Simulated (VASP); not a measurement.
A run of VASP 6.6.1:

The input INCAR:

```
SYSTEM = Cu
ALGO     = Fast           ! electronic algorithm
EDIFF    = 1E-6           ! SCF threshold, eV
EDIFFG   = -0.008         ! ionic threshold
ENCUT    = 600            ! plane-wave cutoff, eV
GGA      = PS             ! functional
IBRION   = 2              ! ionic algorithm
ISIF     = 3              ! what is computed and relaxed
ISMEAR   = 0              ! smearing method
LASPH    = .True.         ! aspherical terms in the spheres
LCHARG   = .False.        ! write CHGCAR
LREAL    = .False.        ! projectors in reciprocal space
LWAVE    = .False.        ! write WAVECAR
NELM     = 100            ! most SCF steps
NSW      = 70             ! ionic steps
PREC     = Accurate       ! precision mode
PSTRESS  = 900.0        
SIGMA    = 0.1            ! smearing width, eV
```

Contents of KPOINTS:

```
k-points
0
Gamma
  24 24 12
  0 0 0
```

The input POSCAR:

```
Cu
1.0
    2.3034594403      0.0000000000      0.0000000000
   -1.1517297201      1.9948543919      0.0000000000
    0.0000000000      0.0000000000      3.7709312765
Cu
2
Direct
    0.3333333333      0.6666666667      0.2500000000
    0.6666666667      0.3333333333      0.7500000000
```

Potentials or basis: VASP PAW PBE potentials, release 64 (Cu).

The run is started by

```sh
$ cat potpaw_PBE.64/Cu/POTCAR > POTCAR
$ mpirun -np 1 vasp_std > vasp.out
```

Hardware: 1 thread of Intel Xeon 8259CL, with other jobs on the host.

Problem. How long does it take, and how much memory?

Solution. Run time: 16 min on 1 thread of Intel Xeon 8259CL, with other jobs on the host, peak memory 0.25 GiB. Counts: scf iterations 84, k points 427, ion steps 19.
